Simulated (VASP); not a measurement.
# P (Fm-3m) in VASP: a series of runs

The runs below take P through single point, with PBEsol.

All numbers are computed with VASP 6.6.1; they aren't measurements. Logs are shortened: lines on timing, memory, paths and dates and some standing lists are left out, and cuts for length are marked.

### 1 The cell of the first run

Symmetry: Fm-3m, No. 225, cubic system. Conventional cell: a = 2.927 Å, b = 2.927 Å, c = 2.927 Å, α = 90.00°, β = 90.00°, γ = 90.00°. P (site symmetry m-3m) has 12 P at 2.07 Å within 2.7 Å.

### 2 Single point, PBEsol (volume scaled by 0.45)

INCAR reads:

```
SYSTEM = P
  PREC = Accurate
  ENCUT = 520
  EDIFF = 1E-7
  ISMEAR = -1
  SIGMA = 0.1
  LREAL = .FALSE.
  LASPH = .TRUE.
  NELM = 100
  ALGO = Normal
  ISIF = 2
  LWAVE = .FALSE.
  LCHARG = .FALSE.
  GGA = PS
  NBANDS = 8
```

KPOINTS reads:

```
Automatic mesh
0
G
  17 17 17
  0 0 0
```

POSCAR reads:

```
P
1.0
    0.0000000000      1.4634183095      1.4634183095
    1.4634183095      0.0000000000      1.4634183095
    1.4634183095      1.4634183095      0.0000000000
P
1
Direct
    0.0000000000      0.0000000000      0.0000000000
```

Potentials or basis: VASP PAW PBE potentials, release 64 (P).

Started as:

```
> cat potpaw_PBE.64/P/POTCAR > POTCAR
> mpirun -np 1 vasp_std > vasp.out
```

OUTCAR:

```text
SYSTEM = P
   PREC = Accurate
   ENCUT = 520
   EDIFF = 1E-7
   ISMEAR = -1
   LREAL = .FALSE.
   LASPH = .TRUE.
   NELM = 100
   ISIF = 2
   GGA = PS

 ion  position               nearest neighbor table
   1  0.000  0.000  0.000-

  LATTYP: Found a face centered cubic cell.
 ALAT       =     2.9268366190

  Lattice vectors:

 A1 = (   0.0000000000,   1.4634183095,   1.4634183095)
 A2 = (   1.4634183095,   0.0000000000,   1.4634183095)
 A3 = (   1.4634183095,   1.4634183095,   0.0000000000)

Analysis of symmetry for initial positions (statically):
=====================================================================
 Subroutine PRICEL returns:
 Original cell was already a primitive cell.

 Routine SETGRP: Setting up the symmetry group for a
 face centered cubic supercell.

 Subroutine GETGRP returns: Found 48 space group operations
 (whereof 48 operations were pure point group operations)
 out of a pool of 48 trial point group operations.

The static configuration has the point symmetry O_h .

Analysis of symmetry for dynamics (positions and initial velocities):
=====================================================================
 Subroutine PRICEL returns:
 Original cell was already a primitive cell.

 Routine SETGRP: Setting up the symmetry group for a
 face centered cubic supercell.

 Subroutine GETGRP returns: Found 48 space group operations
 (whereof 48 operations were pure point group operations)
 out of a pool of 48 trial point group operations.

The dynamic configuration has the point symmetry O_h .

 Subroutine INISYM returns: Found 48 space group operations
 (whereof 48 operations are pure point group operations),
 and found     1 'primitive' translations

----------------------------------------------------------------------------------------

                                     Primitive cell

  volume of cell :       6.2681

  direct lattice vectors                    reciprocal lattice vectors
     0.000000000  1.463418309  1.463418309    -0.341665809  0.341665809  0.341665809
     1.463418309  0.000000000  1.463418309     0.341665809 -0.341665809  0.341665809
     1.463418309  1.463418309  0.000000000     0.341665809  0.341665809 -0.341665809

  length of vectors
     2.069586021  2.069586021  2.069586021     0.591782540  0.591782540  0.591782540

  position of ions in fractional coordinates (direct lattice)
     0.000000000  0.000000000  0.000000000

  ion indices of the primitive-cell ions
   primitive index   ion index
                 1           1

----------------------------------------------------------------------------------------

 KPOINTS: Automatic mesh

Automatic generation of k-mesh.
 Grid dimensions read from file:
 generate k-points for:   17   17   17

 Generating k-lattice:

  Cartesian coordinates                     Fractional coordinates (reciprocal lattice)
    -0.020097989  0.020097989  0.020097989     0.058823529  0.000000000  0.000000000
     0.020097989 -0.020097989  0.020097989     0.000000000  0.058823529  0.000000000
     0.020097989  0.020097989 -0.020097989     0.000000000  0.000000000  0.058823529

  Length of vectors
     0.034810738  0.034810738  0.034810738

  Shift w.r.t. Gamma in fractional coordinates (k-lattice)
     0.000000000  0.000000000  0.000000000

 Subroutine IBZKPT returns following result:
 ===========================================

 Found    165 irreducible k-points:

 Following reciprocal coordinates:
            Coordinates               Weight
  0.000000  0.000000  0.000000      1.000000
  0.058824  0.000000  0.000000      8.000000
  0.117647  0.000000  0.000000      8.000000
  0.176471  0.000000  0.000000      8.000000
  0.235294  0.000000  0.000000      8.000000
  0.294118  0.000000  0.000000      8.000000
[... 16 lines left out ...]
 -0.176471  0.058824  0.000000     24.000000
 -0.117647  0.058824  0.000000     24.000000
 [... further k-points ...]
   k-points           NKPTS =    165   k-points in BZ     NKDIM =    165   number of bands    NBANDS=      8
   number of dos      NEDOS =    301   number of ions     NIONS =      1
   total plane-waves  NPLWV =   4096
   dimension x,y,z NGX =    16 NGY =   16 NGZ =   16
   dimension x,y,z NGXF=    32 NGYF=   32 NGZF=   32
   ions per type =               1
   NGX,Y,Z   is equivalent  to a cutoff of  12.85, 12.85, 12.85 a.u.
   NGXF,Y,Z  is equivalent  to a cutoff of  25.70, 25.70, 25.70 a.u.
 SYSTEM =  P
   PREC   = accura    normal or accurate (medium, high low for compatibility)
   ISTART =      0    job   : 0-new  1-cont  2-samecut
   ICHARG =      2    charge: 1-file 2-atom 10-const
   ISPIN  =      1    spin polarized calculation?
   LNONCOLLINEAR =      F non collinear calculations
   LSORBIT =      F    spin-orbit coupling
   LASPH  =      T    aspherical Exc in radial PAW
   ENCUT  =  520.0 eV  38.22 Ry    6.18 a.u.   3.85  3.85  3.85*2*pi/ulx,y,z
   NELM   =    100;   NELMIN=  2; NELMDL= -5     # of ELM steps
   EDIFF  = 0.1E-06   stopping-criterion for ELM
   LREAL  =      F    real-space projection
   EDIFFG = 0.1E-05   stopping-criterion for IOM
   NSW    =      0    number of steps for IOM
   IBRION =     -1    ionic relax: 0-MD 1-quasi-New 2-CG
   NFREE  =      0    steps in history (QN), initial steepest desc. (CG)
   ISIF   =      2    stress and relaxation
   ISYM   =      2    0-nonsym 1-usesym 2-fastsym
   POTIM  = 0.5000    time-step for ionic-motion
   TEBEG  =    0.0;   TEEND  =   0.0 temperature during run
   PSTRESS=    0.0 pullay stress
   NELECT =       5.0000    total number of electrons
   NUPDOWN=      -1.0000    fix difference up-down
   EMIN   =  10.00;   EMAX   =-10.00  energy-range for DOS
   EFERMI =   0.00;   METHOD = LEGACY
   ISMEAR =    -1;   SIGMA  =   0.10  broadening in eV -4-tet -1-fermi 0-gaus
   EFERMI_NEDOS =   21; number of points for ismear=-14 and -15
   IALGO  =     38    algorithm
   IMIX   =      4    mixing-type and parameters
     AMIX     =   0.40;   BMIX     =  1.00
     AMIX_MAG =   1.60;   BMIX_MAG =  1.00
  volume/ion in A,a.u.               =       6.27        42.30
  Fermi-wavevector in a.u.,A,eV,Ry     =   1.518284  2.869141 31.363964  2.305186
  Thomas-Fermi vector in A             =   2.627425
   LORBIT       =      0    0 simple, 1 ext, 2 COOP (PROOUT), +10 PAW based schemes
   GGA     = PS    functional components
   LHFCALC =     F    Hartree Fock is set to
   AEXX    =    0.0000 exact exchange contribution
   IVDW    =     0    specifies the selected vdW correction
   LEPSILON=     F    determine dielectric tensor
   LRPA    =     F    only Hartree local field effects (RPA)
 non-spin polarized calculation
  energy-cutoff  :      520.00
  volume of cell :        6.27
 maximum number of plane-waves:       178
   NGX =  7   NGY =  7   NGZ =  7

 number of electron       5.0000000 magnetization

 Free energy of the ion-electron system (eV)
  ---------------------------------------------------
  ext. energy  EPLUGINS =         0.00000000
  ---------------------------------------------------
  free energy    TOTEN  =        -0.21472906 eV

  energy without entropy =       -0.20658763  energy(sigma->0) =       -0.21065835

 E-fermi :  26.6270     XC(G=0): -15.4698

 val. band max:       26.6136278756   @ k =   0.4706   0.4706   0.0000
 cond. band min:      26.6478937067   @ k =  -0.4706   0.3529   0.1176
 fundamental gap:      0.0342658312
 Fermi energy:        26.6269774194

 k-point     1 :       0.0000    0.0000    0.0000
  band No.  band energies     occupation
      1      -1.8872      2.00000
      2      40.0835      0.00000
      3      40.0835      0.00000
      4      40.0835      0.00000
      5      45.1691      0.00000
      6      45.1691      0.00000
      7      45.1691      0.00000
      8      48.6540      0.00000

 k-point     2 :       0.0588    0.0000    0.0000
  band No.  band energies     occupation
      1      -1.7157      2.00000
      2      37.6340      0.00000
      3      39.7617      0.00000
      4      39.7617      0.00000
      5      45.7712      0.00000
      6      45.7712      0.00000
      7      45.9267      0.00000
      8      50.3685      0.00000

 k-point     3 :       0.1176    0.0000    0.0000
  band No.  band energies     occupation
      1      -1.2022      2.00000
      2      33.5570      0.00000
      3      39.0985      0.00000
      4      39.0985      0.00000
      5      46.0392      0.00000
      6      47.2297      0.00000
      7      47.2297      0.00000
      8      50.0150      0.00000

 k-point     4 :       0.1765    0.0000    0.0000
  band No.  band energies     occupation
      1      -0.3499      2.00000
      2      29.3804      0.00000
      3      38.4512      0.00000
      4      38.4512      0.00000
      5      45.8222      0.00000
      6      47.4831      0.00000
      7      47.4831      0.00000
      8      49.6496      0.00000

 k-point     5 :       0.2353    0.0000    0.0000
  band No.  band energies     occupation
      1       0.8355      2.00000
      2      25.3485      1.99999
      3      37.9666      0.00000
      4      37.9666      0.00000
      5      45.5050      0.00000
      6      45.5050      0.00000
      7      45.6041      0.00000
      8      52.0102      0.00000
[... 177 lines left out ...]
 k-point    22 :      -0.2353    0.0588    0.0000
  band No.  band energies     occupation
      1       1.4530      2.00000
      2      24.1501      2.00000
      3      34.8177      0.00000
      4      40.0522      0.00000
      5      42.8675      0.00000
      6      45.6924      0.00000
      7      46.7684      0.00000
      8      50.9083      0.00000

 k-point    23 :      -0.1765    0.0588    0.0000
  band No.  band energies     occupation
      1       0.1593      2.00000
      2      28.0755      0.00000
      3      35.3211      0.00000
      4      40.3726      0.00000
      5      44.9069      0.00000
      6      46.6845      0.00000
      7      47.8400      0.00000
      8      48.4399      0.00000

 k-point    24 :      -0.1176    0.0588    0.0000
  band No.  band energies     occupation
      1      -0.8039      2.00000
      2      32.1130      0.00000
      3      36.1151      0.00000
      4      40.6601      0.00000
      5      46.3056      0.00000
      6      46.8318      0.00000
      7      47.4327      0.00000
      8      49.0940      0.00000

 [... further k-points ...]
[... 5 lines left out ...]
  --------------------------------------------------------------------------------------
  -------------------------------------------------------------------------------------
  Total       15.3423338     15.3423338     15.3423338      0.0000000      0.0000000      0.0000000
  in kB     3921.6294937   3921.6294937   3921.6294937      0.0000000      0.0000000      0.0000000
  external PRESSURE =    3921.6294937 kB  Pullay stress =       0.0000000 kB

 VOLUME and BASIS-vectors are now :
 -----------------------------------------------------------------------------
  energy-cutoff  :      520.00
  volume of cell :        6.27
      direct lattice vectors                 reciprocal lattice vectors
     0.000000000  1.463418309  1.463418309    -0.341665809  0.341665809  0.341665809
     1.463418309  0.000000000  1.463418309     0.341665809 -0.341665809  0.341665809
     1.463418309  1.463418309  0.000000000     0.341665809  0.341665809 -0.341665809

 POSITION                                       TOTAL-FORCE (eV/Angst)
 -----------------------------------------------------------------------------------
      0.00000      0.00000      0.00000         0.000000      0.000000      0.000000
 -----------------------------------------------------------------------------------
    total drift:                                0.000000     -0.000000     -0.000000

  FREE ENERGIE OF THE ION-ELECTRON SYSTEM (eV)
  ---------------------------------------------------
  free  energy   TOTEN  =        -0.2147290644 eV

  energy  without entropy=       -0.2065876279  energy(sigma->0) =       -0.21065835
```

Run time: 12 s. Hardware: 1 thread of AMD EPYC 7R13, shared host; peak memory 0.08 GiB.

Results:

* Free energy: -0.2147 eV
* Pressure: 392.2 GPa

Caveat: the PAW data sets were made with another functional, which shifts forces and pressure a little.

(Part 1 of 2 ends here.)
